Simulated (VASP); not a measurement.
Input of a VASP 6.6.1 run:

Contents of INCAR:

```
PREC = Accurate
ENCUT = 520
EDIFF = 1E-6
ISMEAR = 0
SIGMA = 0.6
LREAL = F
LASPH = T
NELM = 80
ALGO = Normal
ISIF = 2
LWAVE = F
LCHARG = T
GGA = PE
LELF = T
LVHAR = T
NBANDS = 21
```

Contents of KPOINTS:

```
regular mesh
0
Gamma
  8 8 8
```

Contents of POSCAR:

```
Sn
1.0
    0.0000000000      3.3289000152      3.3289000152
    3.3289000152      0.0000000000      3.3289000152
    3.3289000152      3.3289000152      0.0000000000
Sn
2
Direct
    0.5000000000      0.5000000000      0.5000000000
    0.7500000000      0.7500000000      0.7500000000
```

Potentials or basis: VASP PAW PBE potentials, release 64 (Sn_d).

The run is started by

```sh
$ cat potpaw_PBE.64/Sn_d/POTCAR > POTCAR
$ mpirun -np 1 vasp_std > vasp.out
```

Q: Predict the pressure.

A: 0.1 GPa.

Q: Predict the band gap on the k mesh.

A: Zero (band 14 reaches 4.94 eV, above the bottom of band 15 at 4.71 eV).

Caveat: spin-orbit coupling is left out, which moves the levels of the heavy elements.
